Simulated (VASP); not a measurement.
Write the native input for VASP 6.6.1 that does the following.

- Task: single point
- Functional: PBE
- Potentials or basis: VASP PAW PBE potentials, release 64 (Al, N)
- Cutoff: 520 eV
- k mesh: 12 × 12 × 6
- Occupations: gaussian, width 0.05 eV
- Spin: no spin polarisation
- Dipole correction: no
- Further INCAR settings: ALGO = Normal; EDIFF = 1e-06; NBANDS = 16

The structure of AlN lies in POSCAR:

```
AlN
1.0
    3.1302395629      0.0000000000      0.0000000000
   -1.5651197815      2.7108669814      0.0000000000
    0.0000000000      0.0000000000      5.0179796548
Al N
2 2
Direct
    0.3596146927      0.6798073464      0.0063985511
    0.6929480261      0.3464740130      0.5063985511
    0.3333333333      0.6666666667      0.3832712825
    0.6666666667      0.3333333333      0.8832712825
```

This cell differs from its parent crystal: all Al atoms moved -0.075 Å, as atom 1 towards its neighbour atom 4 (N) at 1.902 Å.

One way to write it, as run:

INCAR

```
SYSTEM = AlN
PREC     = Accurate       ! precision mode
ENCUT    = 520            ! plane-wave cutoff, eV
EDIFF    = 1E-6           ! SCF threshold, eV
ISMEAR   = 0              ! smearing method
SIGMA    = 0.05           ! smearing width, eV
LREAL    = .False.        ! projectors in reciprocal space
LASPH    = .True.         ! aspherical terms in the spheres
NELM     = 60             ! most SCF steps
ALGO     = Normal         ! electronic algorithm
ISIF     = 2              ! what is computed and relaxed
LWAVE    = .False.        ! write WAVECAR
LCHARG   = .True.         ! write CHGCAR
GGA      = PE             ! functional
LELF     = .True.         ! ELF
LVHAR    = .True.       
NBANDS   = 16             ! bands
```

KPOINTS

```
regular mesh
0
Gamma
  12 12 6
  0 0 0
```

Potentials or basis: VASP PAW PBE potentials, release 64 (Al, N).

Run with:

```sh
$ cat potpaw_PBE.64/Al/POTCAR potpaw_PBE.64/N/POTCAR > POTCAR
$ mpirun -np 1 vasp_std > vasp.out
```

It gave:

The pressure is 0.4 GPa and the largest force is 1.108 eV/Å. The band gap on the k mesh is 4.03 eV, direct.

Caveat: the cell differs from its parent crystal (all Al atoms moved -0.075 Å, as atom 1 towards its neighbour atom 4 (N) at 1.902 Å); forces of over 1 eV/Å act on the atoms, so gaps and moduli don't describe the material at rest.

Wall time 64 s on 1 thread of Intel(R) Xeon(R) Platinum 8488C (Sapphire Rapids), on a shared host, peak memory 0.25 GiB.
